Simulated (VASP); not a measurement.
Input of a VASP 6.6.1 run:

Contents of INCAR:

```
  PREC = Accurate
  ENCUT = 520
  EDIFF = 1E-6
  ISMEAR = 0
  SIGMA = 0.01
  LREAL = False
  LASPH = True
  NELM = 100
  ALGO = Normal
  ISIF = 2
  LWAVE = False
  LCHARG = False
  GGA = PS
  NBANDS = 31
```

Contents of KPOINTS:

```
regular mesh
0
Gamma
  12 12 4
```

File POSCAR:

```
MgZn2O3
1.0
    3.0526000000      0.0000000000      0.0000000000
   -1.5263000000      2.6436300000      0.0000000000
    0.0000000000      0.0000000000      7.4520400000
Mg Zn O
1 2 3
Direct
    0.0000000000      0.0000000000      0.0000000000
    0.3333333333      0.6666666667      0.6684200000
    0.6666666667      0.3333333333      0.3315800000
    0.3333333333      0.6666666667      0.1607000000
    0.6666666667      0.3333333333      0.8393000000
    0.0000000000      0.0000000000      0.5000000000
```

Potentials or basis: VASP PAW PBE potentials, release 64 (Mg, Zn, O).

Run with:

```console
$ cat potpaw_PBE.64/Mg/POTCAR potpaw_PBE.64/Zn/POTCAR potpaw_PBE.64/O/POTCAR > POTCAR
$ mpirun -np 1 vasp_std > vasp.out
```

Predict the band gap on the k mesh.

1.61 eV, direct.

Predict the largest force.

0.080 eV/Å.

Forces on the atoms (eV/Å):
```
Mg   0.000  0.000  0.000
Zn   0.000  0.000  0.015
Zn   0.000  0.000 -0.015
O    0.000  0.000  0.080
O    0.000  0.000 -0.080
O    0.000  0.000  0.000
```

Caveat: the PAW data sets were made with another functional, which shifts forces and pressure a little.
